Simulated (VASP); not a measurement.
# Sc (Im-3m) in VASP: further runs

Sc is run at these levels: PBE; tasks: single point, relaxation of cell and atoms.

Program: VASP 6.6.1. These are calculated values, not measurements. Logs are shortened: lines on timing, memory, paths and dates and some standing lists are left out, and cuts for length are marked.

### Step 1. The cell of the first run

Symmetry: Im-3m, No. 229, cubic system. The conventional cell has a = 3.677 Å, b = 3.677 Å, c = 3.677 Å, α = 90.00°, β = 90.00°, γ = 90.00°. Within 4.2 Å of Sc (site symmetry m-3m) lie 14 Sc at 3.18 to 3.68 Å.

### Step 2. Single point, PBE

File INCAR:

```
PREC = Accurate
ENCUT = 520
EDIFF = 1E-6
ISMEAR = 0
SIGMA = 0.1
LREAL = F
LASPH = T
NELM = 100
ALGO = Fast
ISIF = 2
LWAVE = F
LCHARG = F
GGA = PE
NBANDS = 12
```

File KPOINTS:

```
Automatic mesh
0
Gamma
  22 22 22
```

File POSCAR:

```
Sc
1.0
   -1.8384313479      1.8384313479      1.8384313479
    1.8384313479     -1.8384313479      1.8384313479
    1.8384313479      1.8384313479     -1.8384313479
Sc
1
Direct
    0.0000000000      0.0000000000      0.0000000000
```

Potentials or basis: VASP PAW PBE potentials, release 64 (Sc_sv).

The run is started by

```console
cat potpaw_PBE.64/Sc_sv/POTCAR > POTCAR
mpirun -np 1 vasp_std > vasp.out
```

OUTCAR:

```text
PREC = Accurate
   ENCUT = 520
   EDIFF = 1E-6
   ISMEAR = 0
   LREAL = F
   LASPH = T
   NELM = 100
   ISIF = 2
   GGA = PE

 ion  position               nearest neighbor table
   1  0.000  0.000  0.000-

  LATTYP: Found a body centered cubic cell.
 ALAT       =     3.6768626958

  Lattice vectors:

 A1 = (  -1.8384313479,   1.8384313479,   1.8384313479)
 A2 = (   1.8384313479,  -1.8384313479,   1.8384313479)
 A3 = (   1.8384313479,   1.8384313479,  -1.8384313479)

Analysis of symmetry for initial positions (statically):
=====================================================================
 Subroutine PRICEL returns:
 Original cell was already a primitive cell.

 Routine SETGRP: Setting up the symmetry group for a
 body centered cubic supercell.

 Subroutine GETGRP returns: Found 48 space group operations
[... 9 lines left out ...]

 Routine SETGRP: Setting up the symmetry group for a
 body centered cubic supercell.

 Subroutine GETGRP returns: Found 48 space group operations
[... 11 lines left out ...]
                                     Primitive cell

  volume of cell :      24.8543

  direct lattice vectors                    reciprocal lattice vectors
    -1.838431348  1.838431348  1.838431348     0.000000000  0.271970993  0.271970993
     1.838431348 -1.838431348  1.838431348     0.271970993  0.000000000  0.271970993
     1.838431348  1.838431348 -1.838431348     0.271970993  0.271970993  0.000000000

  length of vectors
     3.184256501  3.184256501  3.184256501     0.384625067  0.384625067  0.384625067

  position of ions in fractional coordinates (direct lattice)
     0.000000000  0.000000000  0.000000000

  ion indices of the primitive-cell ions
   primitive index   ion index
                 1           1

----------------------------------------------------------------------------------------

 KPOINTS: Automatic mesh

Automatic generation of k-mesh.
 Grid dimensions read from file:
 generate k-points for:   22   22   22

 Generating k-lattice:

  Cartesian coordinates                     Fractional coordinates (reciprocal lattice)
     0.000000000  0.012362318  0.012362318     0.045454545  0.000000000  0.000000000
     0.012362318  0.000000000  0.012362318     0.000000000  0.045454545  0.000000000
     0.012362318  0.012362318  0.000000000     0.000000000  0.000000000  0.045454545

  Length of vectors
     0.017482958  0.017482958  0.017482958

  Shift w.r.t. Gamma in fractional coordinates (k-lattice)
     0.000000000  0.000000000  0.000000000

 Subroutine IBZKPT returns following result:
 ===========================================

 Found    328 irreducible k-points:

 Following reciprocal coordinates:
            Coordinates               Weight
  0.000000  0.000000  0.000000      1.000000
  0.045455  0.000000  0.000000     12.000000
  0.090909  0.000000  0.000000     12.000000
  0.136364  0.000000  0.000000     12.000000
  0.181818  0.000000  0.000000     12.000000
  0.227273  0.000000  0.000000     12.000000
[... 16 lines left out ...]
  0.090909  0.090909  0.000000     24.000000
  0.136364  0.090909  0.000000     48.000000
 [... further k-points ...]
   k-points           NKPTS =    328   k-points in BZ     NKDIM =    328   number of bands    NBANDS=     12
   number of dos      NEDOS =    301   number of ions     NIONS =      1
   total plane-waves  NPLWV =  13824
   dimension x,y,z NGX =    24 NGY =   24 NGZ =   24
   dimension x,y,z NGXF=    48 NGYF=   48 NGZF=   48
   ions per type =               1
   NGX,Y,Z   is equivalent  to a cutoff of  12.53, 12.53, 12.53 a.u.
   NGXF,Y,Z  is equivalent  to a cutoff of  25.06, 25.06, 25.06 a.u.
 SYSTEM =  unknown system
   PREC   = accura    normal or accurate (medium, high low for compatibility)
   ISTART =      0    job   : 0-new  1-cont  2-samecut
   ICHARG =      2    charge: 1-file 2-atom 10-const
   ISPIN  =      1    spin polarized calculation?
   LNONCOLLINEAR =      F non collinear calculations
   LSORBIT =      F    spin-orbit coupling
   LASPH  =      T    aspherical Exc in radial PAW
   ENCUT  =  520.0 eV  38.22 Ry    6.18 a.u.   5.92  5.92  5.92*2*pi/ulx,y,z
   NELM   =    100;   NELMIN=  2; NELMDL= -5     # of ELM steps
   EDIFF  = 0.1E-05   stopping-criterion for ELM
   LREAL  =      F    real-space projection
   EDIFFG = 0.1E-04   stopping-criterion for IOM
   NSW    =      0    number of steps for IOM
   IBRION =     -1    ionic relax: 0-MD 1-quasi-New 2-CG
   NFREE  =      0    steps in history (QN), initial steepest desc. (CG)
   ISIF   =      2    stress and relaxation
   ISYM   =      2    0-nonsym 1-usesym 2-fastsym
   POTIM  = 0.5000    time-step for ionic-motion
   TEBEG  =    0.0;   TEEND  =   0.0 temperature during run
   PSTRESS=    0.0 pullay stress
   NELECT =      11.0000    total number of electrons
   NUPDOWN=      -1.0000    fix difference up-down
   EMIN   =  10.00;   EMAX   =-10.00  energy-range for DOS
   EFERMI =   0.00;   METHOD = LEGACY
   ISMEAR =     0;   SIGMA  =   0.10  broadening in eV -4-tet -1-fermi 0-gaus
   EFERMI_NEDOS =   21; number of points for ismear=-14 and -15
   IALGO  =     68    algorithm
   IMIX   =      4    mixing-type and parameters
     AMIX     =   0.40;   BMIX     =  1.00
     AMIX_MAG =   1.60;   BMIX_MAG =  1.00
  volume/ion in A,a.u.               =      24.85       167.73
  Fermi-wavevector in a.u.,A,eV,Ry     =   1.247589  2.357602 21.177184  1.556479
  Thomas-Fermi vector in A             =   2.381715
   LORBIT       =      0    0 simple, 1 ext, 2 COOP (PROOUT), +10 PAW based schemes
   GGA     = PE    functional components
   LHFCALC =     F    Hartree Fock is set to
   AEXX    =    0.0000 exact exchange contribution
   IVDW    =     0    specifies the selected vdW correction
   LEPSILON=     F    determine dielectric tensor
   LRPA    =     F    only Hartree local field effects (RPA)
 non-spin polarized calculation
 RMM-DIIS sequential band-by-band and
 Gauss-broadening in eV      SIGMA  =   0.10
  energy-cutoff  :      520.00
  volume of cell :       24.85
 maximum number of plane-waves:       682
   NGX = 11   NGY = 11   NGZ = 11

 number of electron      11.0000001 magnetization

 Free energy of the ion-electron system (eV)
  ---------------------------------------------------
  ext. energy  EPLUGINS =         0.00000000
  ---------------------------------------------------
  free energy    TOTEN  =        -6.15112547 eV

  energy without entropy =       -6.13808749  energy(sigma->0) =       -6.14460648

 E-fermi :   3.7435     XC(G=0):  -9.8496

 val. band max:        3.7394625964   @ k =   0.3182   0.1364   0.1364
 cond. band min:       3.7449982280   @ k =   0.3182   0.1818   0.0000
 fundamental gap:      0.0055356316
 Fermi energy:         3.7434812877

 k-point     1 :       0.0000    0.0000    0.0000
  band No.  band energies     occupation
      1     -45.8740      2.00000
      2     -24.2864      2.00000
      3     -24.2864      2.00000
      4     -24.2864      2.00000
      5      -1.4774      2.00000
      6       5.1806      0.00000
      7       5.1806      0.00000
      8       5.1806      0.00000
      9       6.5706      0.00000
     10       6.5706      0.00000
     11      17.7950      0.00000
     12      17.7950      0.00000

 k-point     2 :       0.0455    0.0000    0.0000
  band No.  band energies     occupation
      1     -45.8728      2.00000
      2     -24.2943      2.00000
      3     -24.2889      2.00000
      4     -24.2864      2.00000
      5      -1.4222      2.00000
      6       5.1531      0.00000
      7       5.1713      0.00000
      8       5.2211      0.00000
      9       6.5371      0.00000
     10       6.5720      0.00000
     11      17.7383      0.00000
     12      17.7959      0.00000

 k-point     3 :       0.0909    0.0000    0.0000
  band No.  band energies     occupation
      1     -45.8692      2.00000
      2     -24.3176      2.00000
      3     -24.2962      2.00000
      4     -24.2864      2.00000
      5      -1.2587      2.00000
      6       5.0738      0.00000
      7       5.1348      0.00000
      8       5.3411      0.00000
      9       6.4536      0.00000
     10       6.5773      0.00000
     11      17.4042      0.00000
     12      17.7329      0.00000

 k-point     4 :       0.1364    0.0000    0.0000
  band No.  band energies     occupation
      1     -45.8635      2.00000
      2     -24.3542      2.00000
      3     -24.3078      2.00000
      4     -24.2866      2.00000
      5      -0.9926      2.00000
      6       4.9524      0.00000
      7       5.0493      0.00000
      8       5.5365      0.00000
      9       6.3639      0.00000
     10       6.5883      0.00000
     11      16.8580      0.00000
     12      17.5276      0.00000

 k-point     5 :       0.1818    0.0000    0.0000
  band No.  band energies     occupation
      1     -45.8563      2.00000
      2     -24.4007      2.00000
      3     -24.3227      2.00000
      4     -24.2867      2.00000
      5      -0.6342      2.00000
      6       4.8025      0.00000
      7       4.8973      0.00000
      8       5.8001      0.00000
      9       6.3142      0.00000
     10       6.6078      0.00000
     11      16.0671      0.00000
     12      17.1179      0.00000
[... 228 lines left out ...]
      1     -45.8154      2.00000
      2     -24.6491      2.00000
      3     -24.4059      2.00000
      4     -24.2908      2.00000
      5       1.8337      2.00000
      6       4.0651      0.00001
      7       4.0972      0.00000
      8       6.5264      0.00000
      9       6.8589      0.00000
     10       7.7146      0.00000
     11      11.0184      0.00000
     12      14.4456      0.00000

 k-point    22 :       0.4545    0.0455    0.0000
  band No.  band energies     occupation
      1     -45.8130      2.00000
      2     -24.6636      2.00000
      3     -24.4110      2.00000
      4     -24.2909      2.00000
      5       1.9914      2.00000
      6       4.0282      0.00006
      7       4.1333      0.00000
      8       6.5300      0.00000
      9       6.8842      0.00000
     10       7.8684      0.00000
     11      10.6563      0.00000
     12      14.2990      0.00000

 k-point    23 :       0.0909    0.0909    0.0000
  band No.  band energies     occupation
      1     -45.8603      2.00000
      2     -24.3748      2.00000
      3     -24.3071      2.00000
      4     -24.2940      2.00000
      5      -0.8362      2.00000
      6       4.9163      0.00000
      7       4.9506      0.00000
      8       5.6685      0.00000
      9       6.2893      0.00000
     10       6.6278      0.00000
     11      16.7107      0.00000
     12      17.2093      0.00000

 k-point    24 :       0.1364    0.0909    0.0000
  band No.  band energies     occupation
      1     -45.8533      2.00000
      2     -24.4176      2.00000
      3     -24.3209      2.00000
      4     -24.2963      2.00000
      5      -0.4831      2.00000
      6       4.7717      0.00000
      7       4.7984      0.00000
      8       5.9358      0.00000
      9       6.2294      0.00000
     10       6.6705      0.00000
     11      16.0663      0.00000
     12      16.6512      0.00000

 [... further k-points ...]
[... 5 lines left out ...]
  --------------------------------------------------------------------------------------
  -------------------------------------------------------------------------------------
  Total        0.0061945      0.0061945      0.0061945      0.0000000      0.0000000      0.0000000
  in kB        0.3993163      0.3993163      0.3993163      0.0000000      0.0000000      0.0000000
  external PRESSURE =       0.3993163 kB  Pullay stress =       0.0000000 kB

 VOLUME and BASIS-vectors are now :
 -----------------------------------------------------------------------------
  energy-cutoff  :      520.00
  volume of cell :       24.85
      direct lattice vectors                 reciprocal lattice vectors
    -1.838431348  1.838431348  1.838431348     0.000000000  0.271970993  0.271970993
     1.838431348 -1.838431348  1.838431348     0.271970993  0.000000000  0.271970993
     1.838431348  1.838431348 -1.838431348     0.271970993  0.271970993  0.000000000

 POSITION                                       TOTAL-FORCE (eV/Angst)
 -----------------------------------------------------------------------------------
      0.00000      0.00000      0.00000         0.000000     -0.000000      0.000000
 -----------------------------------------------------------------------------------
    total drift:                                0.000000      0.000000     -0.000000

  FREE ENERGIE OF THE ION-ELECTRON SYSTEM (eV)
  ---------------------------------------------------
  free  energy   TOTEN  =        -6.1511254720 eV

  energy  without entropy=       -6.1380874860  energy(sigma->0) =       -6.14460648
```

It took 55 s on 1 thread of Intel Xeon Platinum 8259CL at 2.50GHz (Skylake/Cascade Lake), shared host; peak memory 0.21 GiB.

Results:

```
Free energy : -6.1511 eV
Pressure    : 0.0 GPa
```

Levels at points of the mesh, in eV from the Fermi level:
```
           k point  band 2  band 3  band 4  band 5  band 6  band 7  band 8  band 9
(0.00, 0.00, 0.00)  -28.03  -28.03  -28.03   -5.22    1.44    1.44    1.44    2.83
(0.50, 0.00, 0.00)  -28.41  -28.15  -28.03   -1.77    0.28    0.43    2.80    3.12
(0.50, 0.50, 0.50)  -28.30  -28.30  -28.30   -1.21   -1.21    3.82    3.82    3.82
```

### Step 3. Relaxation of cell and atoms, PBE

File INCAR:

```
SYSTEM = Sc
PREC = Accurate
ENCUT = 600
EDIFF = 1E-6
ISMEAR = 0
SIGMA = 0.1
LREAL = .FALSE.
LASPH = .TRUE.
NELM = 60
ALGO = Normal
ISIF = 3
LWAVE = .FALSE.
LCHARG = .FALSE.
GGA = PE
IBRION = 2
NSW = 100
EDIFFG = -0.01
```

File KPOINTS:

```
Automatic mesh
0
G
  22 22 22
  0 0 0
```

File POSCAR:

```
Sc
1.0
   -1.8390807583      1.8390807583      1.8390807583
    1.8390807583     -1.8390807583      1.8390807583
    1.8390807583      1.8390807583     -1.8390807583
Sc
1
Direct
    0.0000000000      0.0000000000      0.0000000000
```

Potentials or basis: VASP PAW PBE potentials, release 64 (Sc_sv).

The run is started by

```console
cat potpaw_PBE.64/Sc_sv/POTCAR > POTCAR
mpirun -np 1 vasp_std > vasp.out
```

It took 71 s on 1 thread of Intel Xeon Platinum 8259CL at 2.50GHz (Skylake/Cascade Lake), shared host; peak memory 0.23 GiB.

It converged, with:

```yaml
Free_energy: -6.1513 eV
Pressure_after_relaxing: 0.0 GPa
```

Final structure:
```yaml
crystal:
  lattice:
    - [-1.83908, 1.83908, 1.83908]
    - [1.83908, -1.83908, 1.83908]
    - [1.83908, 1.83908, -1.83908]
  atoms:
    - { symbol: Sc, position: [0.00000, 0.00000, 0.00000] }
```

Levels at points of the mesh, in eV from the Fermi level:
```tsv
k point	band 2	band 3	band 4	band 5	band 6	band 7	band 8	band 9
(0.00, 0.00, 0.00)	-28.03	-28.03	-28.03	-5.22	1.44	1.44	1.44	2.82
(0.50, 0.00, 0.00)	-28.41	-28.16	-28.03	-1.77	0.28	0.43	2.79	3.12
(0.50, 0.50, 0.50)	-28.30	-28.30	-28.30	-1.21	-1.21	3.81	3.81	3.81
```

Caveat: the relaxation stopped at its first step, so nothing moved.
